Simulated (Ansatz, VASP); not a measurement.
**Two plane-wave programs on Lu**

Contents of INCAR:

```
SYSTEM = Lu
PREC = Accurate ; ENCUT = 520
EDIFF = 1E-6 ; ISMEAR = -5
SIGMA = 0.1 ; LREAL = .FALSE.
LASPH = .TRUE. ; NELM = 100
ALGO = Normal ; ISIF = 2
LWAVE = .FALSE. ; LCHARG = .FALSE.
GGA = PE ; IVDW = 12
NBANDS = 18
```

Contents of KPOINTS:

```
regular mesh
0
G
  10 10 10
  0 0 0
```

The input POSCAR:

```
Lu
1.0
   -1.9541071100      1.9541071100      1.9541071100
    1.9541071100     -1.9541071100      1.9541071100
    1.9541071100      1.9541071100     -1.9541071100
Lu
1
Direct
    0.0000000000      0.0000000000      0.0000000000
```

Contents of input.yaml:

```yaml
crystal:
  lattice:
    - [-1.95410711, 1.95410711, 1.95410711]
    - [1.95410711, -1.95410711, 1.95410711]
    - [1.95410711, 1.95410711, -1.95410711]
  atoms:
    - { symbol: Lu, position: [0.0, 0.0, 0.0] }
hamiltonian:
  xc: pbe
  pseudopotentials: { kind: paw }
  dispersion: d3bj
kpoints:
  mp_grid: { grid: [10, 10, 10] }
scf:
  occupations: { method: tetrahedron }
output:
  forces: true
  stress: true
  write_density: true
  write_potential: true
  elf: true
  volumetric_format: npy
```

Alike in both runs: task single point; functional PBE; dispersion D3(BJ); k mesh 10 × 10 × 10; occupations tetrahedron; no spin polarisation.

|  | VASP | Ansatz |
| --- | --- | --- |
| version | VASP 6.6.1 | Ansatz 0.2.0 |
| potentials or method | VASP PAW PBE potentials, release 64 (Lu) | Ansatz PAW |
| plane-wave cutoff (eV) | 520 | 420 |
| valence electrons in the cell | 25 | 25 |

Ansatz gave:

* gap on the k mesh at the Fermi level (eV): none
* pressure (GPa): -2.2

Which values does VASP return?

gap on the k mesh at the Fermi level (eV): none; pressure (GPa): -2.1.

A gap of «none» marks a metal or a gap that the smearing closes.

Neither program's run includes spin-orbit coupling.
